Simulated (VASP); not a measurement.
# WSe2 in VASP: a series of runs, part 2 of 2

VASP 6.6.1.

## Step 3: Single point, PBE+D3(BJ)

INCAR

```
PREC = Accurate
ENCUT = 400
EDIFF = 1E-6
ISMEAR = -4
SIGMA = 0.05
LREAL = F
LASPH = T
NELM = 120
ALGO = Normal
ISIF = 2
LWAVE = F
LCHARG = F
LDIPOL = T
IDIPOL = 3
DIPOL = 0.5 0.5 0.500
GGA = PE
IVDW = 12
NBANDS = 49
GGA_COMPAT = F
NELMDL = -8
```

KPOINTS

```
Automatic mesh
0
Gamma
  9 9 1
```

POSCAR

```
WSe2
1.0
    3.2790275570      0.0000000000      0.0000000000
   -1.6395137785      2.8397211641      0.0000000000
    0.0000000000      0.0000000000     33.1573559497
Se W
6 3
Direct
    0.6666666667      0.3333333333      0.2563533719
    0.6666666667      0.3333333333      0.3579520862
    0.3333333333      0.6666666667      0.4492006428
    0.3333333333      0.6666666667      0.5508037139
    0.6666666667      0.3333333333      0.6422002849
    0.6666666667      0.3333333333      0.7438903138
    0.3333333333      0.6666666667      0.3071527290
    0.6666666667      0.3333333333      0.5000026583
    0.3333333333      0.6666666667      0.6930350607
```

Potentials or basis: VASP PAW PBE potentials, release 64 (Se, W_sv).

On the command line:

```sh
cat potpaw_PBE.64/Se/POTCAR potpaw_PBE.64/W_sv/POTCAR > POTCAR
mpirun -np 1 vasp_std > vasp.out
```

OUTCAR:

```text
PREC = Accurate
   ENCUT = 400
   EDIFF = 1E-6
   ISMEAR = -4
   LREAL = F
   LASPH = T
   NELM = 120
   ISIF = 2
   GGA = PE
   IVDW = 12
   NELMDL = -8
 IVDW          = 12

 ion  position               nearest neighbor table
   1  0.667  0.333  0.256-   7 2.53   7 2.53   7 2.53
   2  0.667  0.333  0.358-   7 2.53   7 2.53   7 2.53
   3  0.333  0.667  0.449-   8 2.53   8 2.53   8 2.53
   4  0.333  0.667  0.551-   8 2.53   8 2.53   8 2.53
   5  0.667  0.333  0.642-   9 2.53   9 2.53   9 2.53
   6  0.667  0.333  0.744-   9 2.54   9 2.54   9 2.54
[... 840 lines left out ...]
  in kB       2.49635     2.49635     2.66025     0.00000     0.00000     0.00000
  external pressure =        2.55 kB  Pullay stress =        0.00 kB

 VOLUME and BASIS-vectors are now :
 -----------------------------------------------------------------------------
  energy-cutoff  :      400.00
  volume of cell :      308.75
      direct lattice vectors                 reciprocal lattice vectors
     3.279027557  0.000000000  0.000000000     0.304968465  0.176073625  0.000000000
    -1.639513779  2.839721164  0.000000000     0.000000000  0.352147250  0.000000000
     0.000000000  0.000000000 33.157355950     0.000000000  0.000000000  0.030159220

 POSITION                                       TOTAL-FORCE (eV/Angst)
 -----------------------------------------------------------------------------------
      1.63951      0.94657      8.50000        -0.000000     -0.000000     -0.079649
      1.63951      0.94657     11.86874         0.000000     -0.000000      0.065865
     -0.00000      1.89315     14.89431        -0.000000     -0.000000     -0.044635
     -0.00000      1.89315     18.26319        -0.000000      0.000000      0.047668
      1.63951      0.94657     21.29366         0.000000     -0.000000     -0.047008
      1.63951      0.94657     24.66544        -0.000000     -0.000000      0.048052
     -0.00000      1.89315     10.18437         0.000000      0.000000      0.009029
      1.63951      0.94657     16.57877        -0.000000      0.000000      0.000199
     -0.00000      1.89315     22.97921         0.000000     -0.000000      0.000479
 -----------------------------------------------------------------------------------
    total drift:                                0.000000     -0.000000     -0.000016

  FREE ENERGIE OF THE ION-ELECTRON SYSTEM (eV)
  ---------------------------------------------------
  free  energy   TOTEN  =       -68.5384920159 eV

  energy  without entropy=      -68.5384920159  energy(sigma->0) =      -68.53849202

 vacuum level on the upper side and lower side of the slab         6.241         6.241
```

OSZICAR:

```text
N       E                     dE             d eps       ncg     rms          rms(c)
DAV:   1     0.659375336597E+03    0.65938E+03   -0.36783E+04  1384   0.117E+03
DAV:   2    -0.168286077164E+02   -0.67620E+03   -0.65418E+03  1421   0.334E+02
DAV:   3    -0.656432887285E+02   -0.48815E+02   -0.47858E+02  1416   0.858E+01
DAV:   4    -0.675169557407E+02   -0.18737E+01   -0.18618E+01  1584   0.164E+01
[... 16 lines left out ...]
DAV:  21    -0.646866754444E+02   -0.42134E-04   -0.18775E-06  1000   0.366E-03    0.154E-03
DAV:  22    -0.646866905957E+02   -0.15151E-04   -0.63099E-07   984   0.214E-03    0.133E-03
DAV:  23    -0.646866985424E+02   -0.79468E-05   -0.25486E-07   920   0.114E-03    0.136E-03
DAV:  24    -0.646867064188E+02   -0.78763E-05   -0.52811E-07   936   0.107E-03    0.695E-04
DAV:  25    -0.646867070273E+02   -0.60854E-06   -0.13365E-07   888   0.732E-04
   1 F= -.68538492E+02 E0= -.68538492E+02  d E =0.000000E+00
```

stdout:

```text
POSCAR found type information on POSCAR SeW
 POSCAR found :  2 types and       9 ions
 scaLAPACK will be used
 LDA part: xc-table for (Slater+PW92), standard interpolation
 POSCAR, INCAR and KPOINTS ok, starting setup
 FFT: planning ... GRIDC
 FFT: planning ... GRID_SOFT
 FFT: planning ... GRID
 WAVECAR not read
 entering main loop
```

Wall time 7.9 min (1 thread of AMD EPYC 7R13, shared host); peak memory 0.39 GiB.

What came out:

```yaml
Free_energy: -68.5385 eV
Largest_force: 0.080 eV/Å
Band_gap_on_the_k_mesh: 1.19 eV (least direct gap 1.60 eV)
Dispersion_energy_per_atom: -0.428 eV
```

Forces in eV/Å, atoms in the order of the input:
```
Se   0.000  0.000 -0.080
Se   0.000  0.000  0.066
Se   0.000  0.000 -0.045
Se   0.000  0.000  0.048
Se   0.000  0.000 -0.047
Se   0.000  0.000  0.048
W    0.000  0.000  0.009
W    0.000  0.000  0.000
W    0.000  0.000  0.000
```

Levels at points of the mesh, in eV from the valence-band top:
| k point | band 36 | band 37 | band 38 | band 39 | band 40 | band 41 | band 42 | band 43 |
| --- | --- | --- | --- | --- | --- | --- | --- | --- |
| (0.00, 0.00, 0.00) | -1.38 | -0.92 | -0.28 | 0.00 | 2.71 | 2.71 | 2.73 | 2.73 |

Caveat: spin-orbit coupling is left out, which moves the levels of the heavy elements.
